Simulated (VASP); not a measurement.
# LaAl2SiRu2 (P4/mmm) in VASP: a series of runs

LaAl2SiRu2 is run at these levels: PBEsol+D3(BJ), PBEsol; tasks: single point, relaxation of cell and atoms.

Everything below comes from runs of VASP 6.6.1. Logs are shortened: lines on timing, memory, paths and dates and some standing lists are left out, and cuts for length are marked.

### Step 1. The cell of the first run

Symmetry: P4/mmm, No. 123, tetragonal system. Conventional cell: a = 4.410 Å, b = 4.410 Å, c = 5.929 Å, α = 90.00°, β = 90.00°, γ = 90.00°. La (site symmetry 4/mmm) has 2 Si at 2.96 Å and 8 Al at 3.44 Å and 8 Ru at 3.69 Å within 3.9 Å. Within 3.0 Å of Si (site symmetry 4/mmm) lie 4 Ru at 2.20 Å and 2 La at 2.96 Å. Al (site symmetry 4mm) has 4 Ru at 2.67 Å and 2 Al at 2.92 to 3.01 Å and 4 La at 3.44 Å and 4 Si at 3.46 Å within 3.5 Å. Within 2.9 Å of Ru (site symmetry mmm) lie 2 Si at 2.20 Å and 4 Al at 2.67 Å.

### Step 2. Single point, PBEsol+D3(BJ), collinear spin, zero start

Input file INCAR:

```
SYSTEM = LaAl2SiRu2
ALGO     = Normal         ! electronic algorithm
EDIFF    = 1E-7           ! SCF threshold, eV
ENCUT    = 520            ! plane-wave cutoff, eV
GGA      = PS             ! functional
ISIF     = 2              ! what is computed and relaxed
ISMEAR   = -1             ! smearing method
ISPIN    = 2              ! spin polarisation
IVDW     = 12             ! dispersion correction
LASPH    = .True.         ! aspherical terms in the spheres
LCHARG   = .True.         ! write CHGCAR
LELF     = .True.         ! ELF
LMAXMIX  = 6              ! l up to which the mixer works
LORBIT   = 11             ! projections on sites
LREAL    = .False.        ! projectors in reciprocal space
LVHAR    = .True.       
LWAVE    = .False.        ! write WAVECAR
MAGMOM   = 0 0 0 0 0 0    ! initial moments
NBANDS   = 38             ! bands
NELM     = 150            ! most SCF steps
PREC     = Accurate       ! precision mode
SIGMA    = 0.0104         ! smearing width, eV
```

Input file KPOINTS:

```
k-points
0
Gamma
  4 4 3
  0 0 0
```

Input file POSCAR:

```
LaAl2SiRu2
1.0
    4.4096210000      0.0000000000      0.0000000000
    0.0000000000      4.4096210000      0.0000000000
    0.0000000000      0.0000000000      5.9290320000
La Si Al Ru
1 1 2 2
Direct
    0.0000000000      0.0000000000      0.5000000000
    0.0000000000      0.0000000000      0.0000000000
    0.5000000000      0.5000000000      0.2537000000
    0.5000000000      0.5000000000      0.7463000000
    0.0000000000      0.5000000000      0.0000000000
    0.5000000000      0.0000000000      0.0000000000
```

Potentials or basis: VASP PAW PBE potentials, release 64 (La, Si, Al, Ru_pv).

Run with:

```
$ cat potpaw_PBE.64/La/POTCAR potpaw_PBE.64/Si/POTCAR potpaw_PBE.64/Al/POTCAR potpaw_PBE.64/Ru_pv/POTCAR > POTCAR
$ mpirun -np 1 vasp_std > vasp.out
```

OUTCAR:

```text
SYSTEM = LaAl2SiRu2
   EDIFF = 1E-7
   ENCUT = 520
   GGA = PS
   ISIF = 2
   ISMEAR = -1
   ISPIN = 2
   IVDW = 12
   LASPH = .True.
   LORBIT = 11
   LREAL = .False.
   NELM = 150
   PREC = Accurate
 IVDW          = 12

 ion  position               nearest neighbor table
   1  0.000  0.000  0.500-   2 2.96   2 2.96   4 3.44   3 3.44   3 3.44   4 3.44   3 3.44   4 3.44
                             3 3.44   4 3.44
   2  0.000  0.000  0.000-   5 2.20   6 2.20   5 2.20   6 2.20   1 2.96   1 2.96
   3  0.500  0.500  0.254-   5 2.67   6 2.67   6 2.67   5 2.67   4 2.92   4 3.01   1 3.44   1 3.44
                             1 3.44   1 3.44
   4  0.500  0.500  0.746-   5 2.67   6 2.67   6 2.67   5 2.67   3 2.92   3 3.01   1 3.44   1 3.44
                             1 3.44   1 3.44
   5  0.000  0.500  0.000-   2 2.20   2 2.20   4 2.67   3 2.67   3 2.67   4 2.67   6 3.12   6 3.12
                             6 3.12   6 3.12
   6  0.500  0.000  0.000-   2 2.20   2 2.20   4 2.67   3 2.67   4 2.67   3 2.67   5 3.12   5 3.12
                             5 3.12   5 3.12

  LATTYP: Found a simple tetragonal cell.
 ALAT       =     4.4096210000
 C/A-ratio  =     1.3445672542

  Lattice vectors:

 A1 = (   4.4096210000,   0.0000000000,   0.0000000000)
 A2 = (   0.0000000000,   4.4096210000,   0.0000000000)
 A3 = (   0.0000000000,   0.0000000000,   5.9290320000)

Analysis of symmetry for initial positions (statically):
=====================================================================
 Subroutine PRICEL returns:
 Original cell was already a primitive cell.

 Routine SETGRP: Setting up the symmetry group for a
 simple tetragonal supercell.

 Subroutine GETGRP returns: Found 16 space group operations
 (whereof 16 operations were pure point group operations)
 out of a pool of 16 trial point group operations.

The static configuration has the point symmetry D_4h.

Analysis of symmetry for dynamics (positions and initial velocities):
=====================================================================
 Subroutine PRICEL returns:
 Original cell was already a primitive cell.

 Routine SETGRP: Setting up the symmetry group for a
 simple tetragonal supercell.

 Subroutine GETGRP returns: Found 16 space group operations
 (whereof 16 operations were pure point group operations)
 out of a pool of 16 trial point group operations.

The dynamic configuration has the point symmetry D_4h.

Analysis of structural, dynamic, and magnetic symmetry:
=====================================================================
 Subroutine PRICEL returns:
 Original cell was already a primitive cell.

 Routine SETGRP: Setting up the symmetry group for a
 simple tetragonal supercell.

 Subroutine GETGRP returns: Found 16 space group operations
 (whereof 16 operations were pure point group operations)
 out of a pool of 16 trial point group operations.

The overall configuration has the point symmetry D_4h.

 Subroutine INISYM returns: Found 16 space group operations
 (whereof 16 operations are pure point group operations),
 and found     1 'primitive' translations

----------------------------------------------------------------------------------------

                                     Primitive cell

  volume of cell :     115.2886

  direct lattice vectors                    reciprocal lattice vectors
     4.409621000  0.000000000  0.000000000     0.226776859  0.000000000  0.000000000
     0.000000000  4.409621000  0.000000000     0.000000000  0.226776859  0.000000000
     0.000000000  0.000000000  5.929032000     0.000000000  0.000000000  0.168661596

  length of vectors
     4.409621000  4.409621000  5.929032000     0.226776859  0.226776859  0.168661596

  position of ions in fractional coordinates (direct lattice)
     0.000000000  0.000000000  0.500000000
     0.000000000  0.000000000  0.000000000
     0.500000000  0.500000000  0.253700000
     0.500000000  0.500000000  0.746300000
[... 49 lines left out ...]
  0.250000  0.250000  0.333333      8.000000
  0.500000  0.250000  0.333333      8.000000
  0.500000  0.500000  0.333333      2.000000
   k-points           NKPTS =     12   k-points in BZ     NKDIM =     12   number of bands    NBANDS=     38
   number of dos      NEDOS =    301   number of ions     NIONS =      6
   total plane-waves  NPLWV =  62208
   dimension x,y,z NGX =    36 NGY =   36 NGZ =   48
   dimension x,y,z NGXF=    72 NGYF=   72 NGZF=   96
   ions per type =               1   1   2   2
   NGX,Y,Z   is equivalent  to a cutoff of  13.57, 13.57, 13.46 a.u.
   NGXF,Y,Z  is equivalent  to a cutoff of  27.14, 27.14, 26.92 a.u.
 SYSTEM =  LaAl2SiRu2
   PREC   = accura    normal or accurate (medium, high low for compatibility)
   ISTART =      0    job   : 0-new  1-cont  2-samecut
   ICHARG =      2    charge: 1-file 2-atom 10-const
   ISPIN  =      2    spin polarized calculation?
   LNONCOLLINEAR =      F non collinear calculations
   LSORBIT =      F    spin-orbit coupling
   LASPH  =      T    aspherical Exc in radial PAW
   ENCUT  =  520.0 eV  38.22 Ry    6.18 a.u.   8.20  8.20 11.02*2*pi/ulx,y,z
   NELM   =    150;   NELMIN=  2; NELMDL= -5     # of ELM steps
   EDIFF  = 0.1E-06   stopping-criterion for ELM
   LREAL  =      F    real-space projection
   EDIFFG = 0.1E-05   stopping-criterion for IOM
   NSW    =      0    number of steps for IOM
   IBRION =     -1    ionic relax: 0-MD 1-quasi-New 2-CG
   NFREE  =      0    steps in history (QN), initial steepest desc. (CG)
   ISIF   =      2    stress and relaxation
   ISYM   =      2    0-nonsym 1-usesym 2-fastsym
   POTIM  = 0.5000    time-step for ionic-motion
   TEBEG  =    0.0;   TEEND  =   0.0 temperature during run
   PSTRESS=    0.0 pullay stress
   NELECT =      49.0000    total number of electrons
   NUPDOWN=      -1.0000    fix difference up-down
   EMIN   =  10.00;   EMAX   =-10.00  energy-range for DOS
   EFERMI =   0.00;   METHOD = LEGACY
   ISMEAR =    -1;   SIGMA  =   0.01  broadening in eV -4-tet -1-fermi 0-gaus
   EFERMI_NEDOS =   21; number of points for ismear=-14 and -15
   IALGO  =     38    algorithm
   IMIX   =      4    mixing-type and parameters
     AMIX     =   0.40;   BMIX     =  1.00
     AMIX_MAG =   1.60;   BMIX_MAG =  1.00
  volume/ion in A,a.u.               =      19.21       129.67
  Fermi-wavevector in a.u.,A,eV,Ry     =   1.230868  2.326003 20.613311  1.515036
  Thomas-Fermi vector in A             =   2.365700
   LORBIT       =     11    0 simple, 1 ext, 2 COOP (PROOUT), +10 PAW based schemes
   GGA     = PS    functional components
   LHFCALC =     F    Hartree Fock is set to
   AEXX    =    0.0000 exact exchange contribution
   IVDW    =    12    specifies the selected vdW correction
   LEPSILON=     F    determine dielectric tensor
   LRPA    =     F    only Hartree local field effects (RPA)
 spin polarized calculation
  energy-cutoff  :      520.00
  volume of cell :      115.29
 maximum number of plane-waves:      3136
 NGX is ok and might be reduce to    36
   NGX = 17   NGY = 17   NGZ = 23

 number of electron      49.0000000 magnetization       0.0000032

 number of electron      49.0000000 magnetization      -0.0000025

 Free energy of the ion-electron system (eV)
  ---------------------------------------------------
  ext. energy  EPLUGINS =         0.00000000
  ---------------------------------------------------
  free energy    TOTEN  =       -42.30979579 eV

  energy without entropy =      -42.30804861  energy(sigma->0) =      -42.30892220

 E-fermi :   8.5644     XC(G=0): -10.9681

 val. band max:        8.5371732851   @ k =   0.5000   0.2500   0.3333
 cond. band min:       8.6278876009   @ k =   0.2500   0.2500   0.0000
 fundamental gap:      0.0907143157
 Fermi energy:         8.5644141555

 spin component 1

 k-point     1 :       0.0000    0.0000    0.0000
  band No.  band energies     occupation
      1     -34.3802      1.00000
      2     -34.3802      1.00000
      3     -33.9606      1.00000
      4     -33.9606      1.00000
      5     -33.5944      1.00000
      6     -33.5674      1.00000
[... 457 lines left out ...]
     35      10.8969      0.00000
     36      12.1179      0.00000
 Fermi energy:         8.5644141555

 spin component 2

 k-point     1 :       0.0000    0.0000    0.0000
  band No.  band energies     occupation
      1     -34.3802      1.00000
      2     -34.3802      1.00000
      3     -33.9606      1.00000
      4     -33.9606      1.00000
      5     -33.5944      1.00000
      6     -33.5674      1.00000
[... 457 lines left out ...]
     35      10.8969      0.00000
     36      12.1179      0.00000
 [bands above 36 left out]

------------------------ aborting loop because EDIFF is reached ----------------------------------------

 Edisp (eV)   -2.46986

 E8    (eV) :    -1.7281

  FORCE on cell =-STRESS in cart. coord.  units (eV):
  Direction    XX          YY          ZZ          XY          YZ          ZX
  --------------------------------------------------------------------------------------
  -------------------------------------------------------------------------------------
  Total      -3.77331    -3.77331    -5.31498     0.00000     0.00000    -0.00000
  in kB     -52.43811   -52.43811   -73.86286     0.00000     0.00000    -0.00000
  external pressure =      -59.58 kB  Pullay stress =        0.00 kB

 VOLUME and BASIS-vectors are now :
 -----------------------------------------------------------------------------
  energy-cutoff  :      520.00
  volume of cell :      115.29
      direct lattice vectors                 reciprocal lattice vectors
     4.409621000  0.000000000  0.000000000     0.226776859  0.000000000  0.000000000
     0.000000000  4.409621000  0.000000000     0.000000000  0.226776859  0.000000000
     0.000000000  0.000000000  5.929032000     0.000000000  0.000000000  0.168661596

 POSITION                                       TOTAL-FORCE (eV/Angst)
 -----------------------------------------------------------------------------------
      0.00000      0.00000      2.96452         0.000000      0.000000      0.000000
      0.00000      0.00000      0.00000         0.000000      0.000000      0.000000
      2.20481      2.20481      1.50420        -0.000000     -0.000000     -0.062193
      2.20481      2.20481      4.42484         0.000000      0.000000      0.062193
      0.00000      2.20481      0.00000         0.000000      0.000000      0.000000
      2.20481      0.00000      0.00000         0.000000      0.000000      0.000000
 -----------------------------------------------------------------------------------
    total drift:                                0.000000     -0.000000     -0.000000

  FREE ENERGIE OF THE ION-ELECTRON SYSTEM (eV)
  ---------------------------------------------------
  free  energy   TOTEN  =       -44.7796579925 eV

  energy  without entropy=      -44.7779108182  energy(sigma->0) =      -44.77878441

 total charge

# of ion       s       p       d       f       tot
--------------------------------------------------
    1        2.026   5.626   0.724   0.112   8.488
    2        0.828   0.973   0.000   0.000   1.801
    3        0.414   0.340   0.000   0.000   0.754
    4        0.414   0.340   0.000   0.000   0.754
    5        0.332   6.270   6.248   0.000  12.849
    6        0.332   6.270   6.248   0.000  12.849
--------------------------------------------------
tot          4.345  19.820  13.220   0.112  37.496

 magnetization (x)

# of ion       s       p       d       f       tot
--------------------------------------------------
    1        0.000  -0.000   0.000   0.000   0.000
    2       -0.000  -0.000   0.000   0.000  -0.000
    3       -0.000  -0.000   0.000   0.000  -0.000
    4       -0.000  -0.000   0.000   0.000  -0.000
    5       -0.000  -0.000   0.000   0.000   0.000
    6       -0.000  -0.000   0.000   0.000   0.000
--------------------------------------------------
tot          0.000  -0.000   0.000   0.000   0.000
```

It took 9.7 min on 1 thread of Intel Xeon 8259CL, shared host; peak memory 0.36 GiB.

Results:

| Quantity | Value |
| --- | --- |
| Free energy | -44.7797 eV |
| Pressure | -6.0 GPa |
| Largest force | 0.062 eV/Å |
| Net moment | 0.00 μB per cell |
| Valence electrons inside the program's atomic spheres | La 8.49; Si 1.80; Al 0.75; Ru 12.85 |
| Dispersion energy per atom | -0.412 eV |

Forces in eV/Å, atoms in the order of the input:
```
La   0.000  0.000  0.000
Si   0.000  0.000  0.000
Al   0.000  0.000 -0.062
Al   0.000  0.000  0.062
Ru   0.000  0.000  0.000
Ru   0.000  0.000  0.000
```

Stress tensor (GPa, compression positive):
```
-5.24  0.00  0.00
 0.00 -5.24  0.00
 0.00  0.00 -7.39
```

Levels at points of the mesh, in eV from the Fermi level:
Spin up:
```tsv
k point	band 20	band 21	band 22	band 23	band 24	band 25	band 26	band 27	band 28	band 29
(0.00, 0.00, 0.00)	-1.69	-1.59	-1.36	-1.34	-1.34	0.08	0.47	1.07	1.58	1.58
(0.50, 0.00, 0.00)	-2.66	-2.42	-1.92	-0.79	-0.24	-0.03	0.12	0.88	1.66	1.81
(0.50, 0.50, 0.00)	-1.88	-1.88	-1.37	-1.37	-0.98	-0.90	0.58	0.58	1.74	1.93
```
Spin down:
```csv
k point,band 21,band 22,band 23,band 24,band 25,band 26,band 27,band 28
"(0.00, 0.00, 0.00)",-1.59,-1.36,-1.34,-1.34,0.08,0.47,1.07,1.58
"(0.50, 0.00, 0.00)",-2.42,-1.92,-0.79,-0.24,-0.03,0.12,0.88,1.66
"(0.50, 0.50, 0.00)",-1.88,-1.37,-1.37,-0.98,-0.90,0.58,0.58,1.74
```

Caveat: three body term missing; the cell stands under tension; no moment was typed at the start, so none could form; the PAW data sets were made with another functional, which shifts forces and pressure a little; spin-orbit coupling is left out, which moves the levels of the heavy elements.

[end of part 1 of 2]
